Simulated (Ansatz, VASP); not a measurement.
## Two plane-wave programs on Mo

File POSCAR:

```
Mo
1.0
   -1.5764210372      1.5764210372      1.5764210372
    1.5764210372     -1.5764210372      1.5764210372
    1.5764210372      1.5764210372     -1.5764210372
Mo
1
Direct
    0.0000000000      0.0000000000      0.0000000000
```

The input INCAR.step1:

```
PREC = Accurate ; ENCUT = 520
ISMEAR = -1 ; SIGMA = 0.1
LREAL = F ; LASPH = T
NELM = 80 ; NBANDS = 13
GGA = PE ; ALGO = Normal
EDIFF = 1E-4 ; LWAVE = T
LCHARG = F
```

INCAR.step2

```
PREC = Accurate ; ENCUT = 520
EDIFF = 1E-7 ; ISMEAR = -1
SIGMA = 0.1 ; LREAL = F
LASPH = T ; NELM = 80
ALGO = Normal ; ISIF = 2
LWAVE = F ; LCHARG = T
METAGGA = R2SCAN ; LMIXTAU = T
LELF = T ; LVHAR = T
NBANDS = 13 ; ISTART = 1
```

KPOINTS

```
regular mesh
0
Gamma
  2 2 2
```

Input for Ansatz:

```yaml
crystal:
  lattice:
    - [-1.5764210372, 1.5764210372, 1.5764210372]
    - [1.5764210372, -1.5764210372, 1.5764210372]
    - [1.5764210372, 1.5764210372, -1.5764210372]
  atoms:
    - { symbol: Mo, position: [0.0, 0.0, 0.0] }
hamiltonian:
  xc: r2scan
  pseudopotentials:
    kind: paw
    azcp:
      Mo: "pseudopotentials/Mo.paw.azcp"
basis:
  ecutwfc: 500
  fft_grid_basis: typed
kpoints:
  mp_grid: { grid: [2, 2, 2], shift: [0, 0, 0] }
magnetization:
  spin_polarized: false
scf:
  occupations: { method: fermi_dirac, width: 0.1 }
  lower_state_search: "off"
output:
  stress: true
```

Alike in both runs: task single point; functional r2SCAN; k mesh 2 × 2 × 2; occupations fermi-dirac, width 0.1 eV; no spin polarisation.

|  | VASP | Ansatz |
| --- | --- | --- |
| version | VASP 6.6.1 | Ansatz 0.2.0 |
| potentials or method | VASP PAW PBE potentials, release 64 (Mo_sv), cutoff 520 eV | plane waves (500 eV) with PAW, scalar-relativistic |
| valence electrons in the cell | 14 | 14 |

```csv
,VASP,Ansatz,Ansatz less VASP
pressure (GPa),15.5,14.4,-1.15
```

VASP's potentials were made for PBE, not for r2SCAN.

The k mesh is coarse, so the values compare programs but aren't converged.
